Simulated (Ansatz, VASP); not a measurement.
# BN in VASP and in Ansatz

The input POSCAR:

```
BN
1.0
    0.0000000000      1.8123485119      1.8123485119
    1.8123485119      0.0000000000      1.8123485119
    1.8123485119      1.8123485119      0.0000000000
B N
1 1
Direct
    0.0000000000      0.0000000000      0.0000000000
    0.7500000000      0.7500000000      0.7500000000
```

The input INCAR.step1:

```
  PREC = Accurate
  ENCUT = 520
  ISMEAR = 0
  SIGMA = 0.02
  LREAL = False
  LASPH = True
  NELM = 60
  NBANDS = 11
  GGA = PE
  ALGO = Normal
  EDIFF = 1E-4
  LWAVE = True
  LCHARG = False
```

The input INCAR.step2:

```
  PREC = Accurate
  ENCUT = 520
  EDIFF = 1E-6
  ISMEAR = 0
  SIGMA = 0.02
  LREAL = False
  LASPH = True
  NELM = 60
  ALGO = Normal
  ISIF = 2
  LWAVE = False
  LCHARG = False
  METAGGA = R2SCAN
  LMIXTAU = True
  NBANDS = 11
  ISTART = 1
```

File KPOINTS:

```
regular mesh
0
Gamma
  12 12 12
```

Input for Ansatz:

```yaml
crystal:
  lattice:
    - [0.0, 1.8123485119, 1.8123485119]
    - [1.8123485119, 0.0, 1.8123485119]
    - [1.8123485119, 1.8123485119, 0.0]
  atoms:
    - { symbol: B, position: [0.0, 0.0, 0.0] }
    - { symbol: "N", position: [0.75, 0.75, 0.75] }
basis:
  ecutwfc: 500
kpoints:
  mp_grid: { grid: [12, 12, 12] }
hamiltonian:
  xc: r2scan
scf:
  occupations: { method: gaussian, width: 0.02 }
output:
  forces: false
  stress: false
  eigenvalues: true
  eigenstates:
    kpoints:
      - [0.0, 0.0, 0.0]
      - [0.0, 0.005768884, 0.005768884]
      - [0.0, -0.005768884, -0.005768884]
      - [0.005768884, 0.0, 0.005768884]
      - [-0.005768884, 0.0, -0.005768884]
      - [0.005768884, 0.005768884, 0.0]
      - [-0.005768884, -0.005768884, 0.0]
      - [0.004079217, 0.004079217, 0.008158435]
      - [-0.004079217, -0.004079217, -0.008158435]
      - [0.004079217, 0.008158435, 0.004079217]
      - [-0.004079217, -0.008158435, -0.004079217]
      - [0.008158435, 0.004079217, 0.004079217]
      - [-0.008158435, -0.004079217, -0.004079217]
      - [0.006661334, 0.006661334, 0.006661334]
      - [-0.006661334, -0.006661334, -0.006661334]
      - [0.0, 0.5, 0.5]
      - [0.0, 0.505768884, 0.505768884]
      - [0.0, 0.494231116, 0.494231116]
      - [0.005768884, 0.5, 0.505768884]
      - [-0.005768884, 0.5, 0.494231116]
      - [0.005768884, 0.505768884, 0.5]
      - [-0.005768884, 0.494231116, 0.5]
      - [0.004079217, 0.504079217, 0.508158435]
      - [-0.004079217, 0.495920783, 0.491841565]
      - [0.004079217, 0.508158435, 0.504079217]
      - [-0.004079217, 0.491841565, 0.495920783]
      - [0.008158435, 0.504079217, 0.504079217]
      - [-0.008158435, 0.495920783, 0.495920783]
      - [0.006661334, 0.506661334, 0.506661334]
      - [-0.006661334, 0.493338666, 0.493338666]
    e_range: [-6.486518, 6.486518]
checkpoint:
  read: start.run
  write: ck
  compress: false
  write_wavefunctions: false
  write_every: 100000
```

Alike in both runs: task single point; functional r2SCAN; k mesh 12 × 12 × 12; occupations gaussian, width 0.02 eV; no spin polarisation.

|  | VASP | Ansatz |
| --- | --- | --- |
| version | VASP 6.6.1 | Ansatz 0.2.0 |
| potentials or method | VASP PAW PBE potentials, release 64 (B, N), cutoff 520 eV | scalar-relativistic, plane waves, PAW |
| valence electrons in the cell | 8 | 8 |

|  | VASP | Ansatz | Ansatz less VASP |
| --- | --- | --- | --- |
| gap on the k mesh at the Fermi level (eV) | 4.97 | 4.99 | +0.020 |
| least direct gap on the mesh (eV) | 9.49 | 9.52 | +0.038 |

VASP's potentials were made for PBE, not for r2SCAN. The functional is the same, so the differences come from potentials, cutoffs and numerics.
